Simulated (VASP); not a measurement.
Set up this calculation in VASP 6.6.1, as the native input.

```yaml
Task: single point
Functional: PBE
Potentials_or_basis: VASP PAW PBE potentials, release 64 (In_d, Sb)
Cutoff: 520 eV
k_mesh: 12 × 12 × 12
Occupations: fermi-dirac, width 0.08 eV
Spin: no spin polarisation
Dipole_correction: no
Further_INCAR_settings: ALGO = Normal; EDIFF = 1e-06; NBANDS = 16
```

The structure of InSb (rocksalt type) lies in POSCAR:

```
InSb
1.0
    0.0000000000      3.0751755306      3.0751755306
    3.0751755306      0.0000000000      3.0751755306
    3.0751755306      3.0751755306      0.0000000000
In Sb
1 1
Direct
    0.0081296172      0.0081296172     -0.0081296172
    0.5000000000      0.5000000000      0.5000000000
```

This cell differs from its parent crystal: atom 1 (In) moved by [0.0, 0.0, 0.05] A.

One way to write it, as run:

INCAR

```
SYSTEM = InSb
PREC = Accurate ; ENCUT = 520
EDIFF = 1E-6 ; ISMEAR = -1
SIGMA = 0.08 ; LREAL = .FALSE.
LASPH = .TRUE. ; NELM = 100
ALGO = Normal ; ISIF = 2
LWAVE = .FALSE. ; LCHARG = .TRUE.
GGA = PE ; LELF = .TRUE.
LVHAR = .TRUE. ; NBANDS = 16
```

KPOINTS

```
regular mesh
0
G
  12 12 12
  0 0 0
```

Potentials or basis: VASP PAW PBE potentials, release 64 (In_d, Sb).

Command:

```bash
$ cat potpaw_PBE.64/In_d/POTCAR potpaw_PBE.64/Sb/POTCAR > POTCAR
$ mpirun -np 1 vasp_std > vasp.out
```

It gave:

* Pressure: 0.0 GPa
* Largest force: 0.102 eV/Å
* Band gap on the k mesh: zero (band 9 reaches 7.14 eV, above the bottom of band 10 at 4.48 eV)

Caveat: the cell differs from its parent crystal (atom 1 (In) moved by [0.0, 0.0, 0.05] A); spin-orbit coupling is left out, which moves the levels of the heavy elements.

Wall time 2.7 min on 1 thread of AMD EPYC 9R45, on a shared host, peak memory 0.27 GiB.
